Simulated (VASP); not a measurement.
# Pt (Im-3m) in VASP: a series of runs

Runs on Pt. Level: r2SCAN. Tasks: single point.

Everything below comes from runs of VASP 6.6.1. Logs are shortened: lines on timing, memory, paths and dates and some standing lists are left out, and cuts for length are marked.

## (1) The cell of the first run

The structure is cubic, space group Im-3m (No. 229). Conventional cell: a = 3.168 Å, b = 3.168 Å, c = 3.168 Å, α = 90.00°, β = 90.00°, γ = 90.00°. Within 3.6 Å of Pt (site symmetry m-3m) lie 14 Pt at 2.74 to 3.17 Å.

## (2) Single point, r2SCAN, collinear spin, ferromagnetic start

Input file POSCAR:

```
Pt
1.0
   -1.5842200000      1.5842200000      1.5842200000
    1.5842200000     -1.5842200000      1.5842200000
    1.5842200000      1.5842200000     -1.5842200000
Pt
1
Direct
    0.0000000000      0.0000000000      0.0000000000
```

Input file INCAR.step1:

```
  PREC = Accurate
  ENCUT = 520
  ISMEAR = -1
  SIGMA = 0.08
  LREAL = False
  LASPH = True
  NELM = 150
  ISPIN = 2
  MAGMOM = 0.2
  NUPDOWN = 0.2
  LMAXMIX = 4
  NBANDS = 15
  GGA = PE
  ALGO = Normal
  EDIFF = 1E-4
  LWAVE = True
  LCHARG = False
```

Input file INCAR.step2:

```
  PREC = Accurate
  ENCUT = 520
  EDIFF = 1E-6
  ISMEAR = -1
  SIGMA = 0.08
  LREAL = False
  LASPH = True
  NELM = 150
  ALGO = Normal
  ISIF = 2
  LWAVE = False
  LCHARG = False
  ISPIN = 2
  MAGMOM = 0.2
  LORBIT = 11
  NUPDOWN = 0.2
  LMAXMIX = 4
  METAGGA = R2SCAN
  LMIXTAU = True
  NBANDS = 15
  ISTART = 1
```

Input file KPOINTS:

```
regular mesh
0
Gamma
  13 13 13
```

Potentials or basis: VASP PAW PBE potentials, release 64 (Pt).

On the command line:

```bash
cat potpaw_PBE.64/Pt/POTCAR > POTCAR
cp INCAR.step1 INCAR
mpirun -np 1 vasp_std > vasp.out
cp INCAR.step2 INCAR
mpirun -np 1 vasp_std > vasp.out
```

OUTCAR:

```text
PREC = Accurate
   ENCUT = 520
   EDIFF = 1E-6
   ISMEAR = -1
   LREAL = False
   LASPH = True
   NELM = 150
   ISIF = 2
   ISPIN = 2
   LORBIT = 11
   NUPDOWN = 0.2
   METAGGA = R2SCAN
   ISTART = 1

 ion  position               nearest neighbor table
   1  0.000  0.000  0.000-

  LATTYP: Found a body centered cubic cell.
 ALAT       =     3.1684400000

  Lattice vectors:

 A1 = (  -1.5842200000,   1.5842200000,   1.5842200000)
 A2 = (   1.5842200000,  -1.5842200000,   1.5842200000)
 A3 = (   1.5842200000,   1.5842200000,  -1.5842200000)

Analysis of symmetry for initial positions (statically):
=====================================================================
 Subroutine PRICEL returns:
 Original cell was already a primitive cell.

 Routine SETGRP: Setting up the symmetry group for a
 body centered cubic supercell.

 Subroutine GETGRP returns: Found 48 space group operations
 (whereof 48 operations were pure point group operations)
 out of a pool of 48 trial point group operations.

The static configuration has the point symmetry O_h .

Analysis of symmetry for dynamics (positions and initial velocities):
=====================================================================
 Subroutine PRICEL returns:
 Original cell was already a primitive cell.

 Routine SETGRP: Setting up the symmetry group for a
 body centered cubic supercell.

 Subroutine GETGRP returns: Found 48 space group operations
 (whereof 48 operations were pure point group operations)
 out of a pool of 48 trial point group operations.

The dynamic configuration has the point symmetry O_h .

Analysis of structural, dynamic, and magnetic symmetry:
=====================================================================
 Subroutine PRICEL returns:
 Original cell was already a primitive cell.

 Routine SETGRP: Setting up the symmetry group for a
 body centered cubic supercell.

 Subroutine GETGRP returns: Found 48 space group operations
 (whereof 48 operations were pure point group operations)
 out of a pool of 48 trial point group operations.

The overall configuration has the point symmetry O_h .

 Subroutine INISYM returns: Found 48 space group operations
 (whereof 48 operations are pure point group operations),
 and found     1 'primitive' translations

----------------------------------------------------------------------------------------

                                     Primitive cell

  volume of cell :      15.9040

  direct lattice vectors                    reciprocal lattice vectors
    -1.584220000  1.584220000  1.584220000     0.000000000  0.315612731  0.315612731
     1.584220000 -1.584220000  1.584220000     0.315612731  0.000000000  0.315612731
     1.584220000  1.584220000 -1.584220000     0.315612731  0.315612731  0.000000000

  length of vectors
     2.743949530  2.743949530  2.743949530     0.446343804  0.446343804  0.446343804

  position of ions in fractional coordinates (direct lattice)
     0.000000000  0.000000000  0.000000000

  ion indices of the primitive-cell ions
   primitive index   ion index
                 1           1

----------------------------------------------------------------------------------------

 KPOINTS: regular mesh

Automatic generation of k-mesh.
 Grid dimensions read from file:
 generate k-points for:   13   13   13

 Generating k-lattice:

  Cartesian coordinates                     Fractional coordinates (reciprocal lattice)
     0.000000000  0.024277902  0.024277902     0.076923077  0.000000000  0.000000000
     0.024277902  0.000000000  0.024277902     0.000000000  0.076923077  0.000000000
     0.024277902  0.024277902  0.000000000     0.000000000  0.000000000  0.076923077

  Length of vectors
     0.034334139  0.034334139  0.034334139

  Shift w.r.t. Gamma in fractional coordinates (k-lattice)
     0.000000000  0.000000000  0.000000000

 Subroutine IBZKPT returns following result:
 ===========================================

 Found     84 irreducible k-points:

 Following reciprocal coordinates:
            Coordinates               Weight
  0.000000  0.000000  0.000000      1.000000
  0.076923  0.000000  0.000000     12.000000
  0.153846  0.000000  0.000000     12.000000
  0.230769  0.000000  0.000000     12.000000
  0.307692  0.000000  0.000000     12.000000
  0.384615  0.000000  0.000000     12.000000
[... 16 lines left out ...]
  0.153846  0.076923  0.076923     24.000000
  0.230769  0.076923  0.076923     24.000000
 [... further k-points ...]
   k-points           NKPTS =     84   k-points in BZ     NKDIM =     84   number of bands    NBANDS=     15
   number of dos      NEDOS =    301   number of ions     NIONS =      1
   total plane-waves  NPLWV =   8000
   dimension x,y,z NGX =    20 NGY =   20 NGZ =   20
   dimension x,y,z NGXF=    40 NGYF=   40 NGZF=   40
   ions per type =               1
   NGX,Y,Z   is equivalent  to a cutoff of  12.12, 12.12, 12.12 a.u.
   NGXF,Y,Z  is equivalent  to a cutoff of  24.23, 24.23, 24.23 a.u.
 SYSTEM =  unknown system
   PREC   = accura    normal or accurate (medium, high low for compatibility)
   ISTART =      1    job   : 0-new  1-cont  2-samecut
   ICHARG =      0    charge: 1-file 2-atom 10-const
   ISPIN  =      2    spin polarized calculation?
   LNONCOLLINEAR =      F non collinear calculations
   LSORBIT =      F    spin-orbit coupling
   LASPH  =      T    aspherical Exc in radial PAW
   ENCUT  =  520.0 eV  38.22 Ry    6.18 a.u.   5.10  5.10  5.10*2*pi/ulx,y,z
   NELM   =    150;   NELMIN=  2; NELMDL=  0     # of ELM steps
   EDIFF  = 0.1E-05   stopping-criterion for ELM
   LREAL  =      F    real-space projection
   EDIFFG = 0.1E-04   stopping-criterion for IOM
   NSW    =      0    number of steps for IOM
   IBRION =     -1    ionic relax: 0-MD 1-quasi-New 2-CG
   NFREE  =      0    steps in history (QN), initial steepest desc. (CG)
   ISIF   =      2    stress and relaxation
   ISYM   =      2    0-nonsym 1-usesym 2-fastsym
   POTIM  = 0.5000    time-step for ionic-motion
   TEBEG  =    0.0;   TEEND  =   0.0 temperature during run
   PSTRESS=    0.0 pullay stress
   NELECT =      10.0000    total number of electrons
   NUPDOWN=       0.2000    fix difference up-down
   EMIN   =  10.00;   EMAX   =-10.00  energy-range for DOS
   EFERMI =   0.00;   METHOD = LEGACY
   ISMEAR =    -1;   SIGMA  =   0.08  broadening in eV -4-tet -1-fermi 0-gaus
   EFERMI_NEDOS =   21; number of points for ismear=-14 and -15
   IALGO  =     38    algorithm
   IMIX   =      4    mixing-type and parameters
     AMIX     =   0.40;   BMIX     =  1.00
     AMIX_MAG =   1.60;   BMIX_MAG =  1.00
  volume/ion in A,a.u.               =      15.90       107.33
  Fermi-wavevector in a.u.,A,eV,Ry     =   1.402510  2.650360 26.763132  1.967035
  Thomas-Fermi vector in A             =   2.525265
   LORBIT       =     11    0 simple, 1 ext, 2 COOP (PROOUT), +10 PAW based schemes
   METAGGA = R2SCAN    functional components
   LHFCALC =     F    Hartree Fock is set to
   AEXX    =    0.0000 exact exchange contribution
   IVDW    =     0    specifies the selected vdW correction
   LEPSILON=     F    determine dielectric tensor
   LRPA    =     F    only Hartree local field effects (RPA)
 spin polarized calculation
  energy-cutoff  :      520.00
  volume of cell :       15.90
 maximum number of plane-waves:       442
   NGX = 11   NGY = 11   NGZ = 11

 number of electron      10.0000000 magnetization       0.2000000

 Free energy of the ion-electron system (eV)
  ---------------------------------------------------
  ext. energy  EPLUGINS =         0.00000000
  ---------------------------------------------------
  free energy    TOTEN  =       -51.39565256 eV

  energy without entropy =      -51.37521554  energy(sigma->0) =      -51.38543405

 E-fermi :   9.7715     XC(G=0): -14.2267

 val. band max:        9.9704784527   @ k =  -0.3846   0.4615   0.1538
 cond. band min:       9.8041886166   @ k =  -0.3846   0.3846   0.3077
 fundamental gap:     -0.1662898361
 Fermi energy:         9.9781049556

 spin component 1

 k-point     1 :       0.0000    0.0000    0.0000
  band No.  band energies     occupation
      1       0.1583      1.00000
      2       6.1711      1.00000
      3       6.1711      1.00000
      4       6.1711      1.00000
      5       8.6984      1.00000
      6       8.6984      1.00000
      7      27.9096      0.00000
      8      27.9096      0.00000
      9      27.9096      0.00000
     10      38.2465      0.00000
     11      38.2465      0.00000
     12      38.3274      0.00000
     13      38.3274      0.00000
     14      38.3274      0.00000
     15      43.9328      0.00000
[... 397 lines left out ...]
 k-point    24 :       0.2308    0.0769    0.0769
  band No.  band energies     occupation
      1       3.3299      1.00000
      2       5.1068      1.00000
      3       5.9608      1.00000
      4       8.4576      1.00000
      5       8.8431      1.00000
      6      10.0150      0.38659
      7      22.3697      0.00000
      8      25.4914      0.00000
      9      26.8518      0.00000
     10      31.6779      0.00000
     11      37.2169      0.00000
     12      38.1577      0.00000
     13      38.1733      0.00000
     14      42.7909      0.00000
     15      42.9268      0.00000

 [... further k-points ...]

 spin component 2

 k-point     1 :       0.0000    0.0000    0.0000
  band No.  band energies     occupation
      1       0.1994      1.00000
      2       6.3795      1.00000
      3       6.3795      1.00000
      4       6.3795      1.00000
      5       8.8010      0.99999
      6       8.8010      0.99999
      7      27.9555      0.00000
      8      27.9555      0.00000
      9      27.9555      0.00000
     10      38.2710      0.00000
     11      38.2710      0.00000
     12      38.3882      0.00000
     13      38.3882      0.00000
     14      38.3882      0.00000
     15      44.2745      0.00000
[... 397 lines left out ...]
 k-point    24 :       0.2308    0.0769    0.0769
  band No.  band energies     occupation
      1       3.4105      1.00000
      2       5.2956      1.00000
      3       6.1032      1.00000
      4       8.5875      1.00000
      5       8.9554      0.99996
      6      10.2204      0.00364
      7      22.4564      0.00000
      8      25.5229      0.00000
      9      26.9239      0.00000
     10      31.7329      0.00000
     11      37.3034      0.00000
     12      38.2135      0.00000
     13      38.2287      0.00000
     14      43.0033      0.00000
     15      43.0142      0.00000

 [... further k-points ...]
[... 5 lines left out ...]
  --------------------------------------------------------------------------------------
  -------------------------------------------------------------------------------------
  Total       -0.5451930     -0.5451930     -0.5451930     -0.0000000     -0.0000000     -0.0000000
  in kB      -54.9230133    -54.9230133    -54.9230133     -0.0000000     -0.0000000     -0.0000000
  external PRESSURE =     -54.9230133 kB  Pullay stress =       0.0000000 kB

 VOLUME and BASIS-vectors are now :
 -----------------------------------------------------------------------------
  energy-cutoff  :      520.00
  volume of cell :       15.90
      direct lattice vectors                 reciprocal lattice vectors
    -1.584220000  1.584220000  1.584220000     0.000000000  0.315612731  0.315612731
     1.584220000 -1.584220000  1.584220000     0.315612731  0.000000000  0.315612731
     1.584220000  1.584220000 -1.584220000     0.315612731  0.315612731  0.000000000

 POSITION                                       TOTAL-FORCE (eV/Angst)
 -----------------------------------------------------------------------------------
      0.00000      0.00000      0.00000        -0.000000     -0.000000     -0.000000
 -----------------------------------------------------------------------------------
    total drift:                                0.000000     -0.000000      0.000000

  FREE ENERGIE OF THE ION-ELECTRON SYSTEM (eV)
  ---------------------------------------------------
  free  energy   TOTEN  =       -51.3956525637 eV

  energy  without entropy=      -51.3752155446  energy(sigma->0) =      -51.38543405

 total charge

# of ion       s       p       d       tot
------------------------------------------
    1        0.619   0.513   8.057   9.189

 magnetization (x)

# of ion       s       p       d       tot
------------------------------------------
    1        0.004   0.006   0.187   0.197
```

It took 64 s on 1 thread of AMD EPYC 9R45 (Zen 5), shared host; peak memory 0.12 GiB.

Results:

| Item | Value |
| --- | --- |
| Free energy | -51.3957 eV |
| Pressure | -5.5 GPa |
| Net moment | 0.20 μB per cell |
| Site moments | Pt +0.20 μB |
| Valence electrons inside the program's atomic spheres | Pt 9.19 |

Caveat: the PAW data sets were made with another functional, which shifts forces and pressure a little; spin-orbit coupling is left out, which moves the levels of the heavy elements; the total moment is fixed, so each spin has its own Fermi level.

(Part 1 of 2 ends here.)
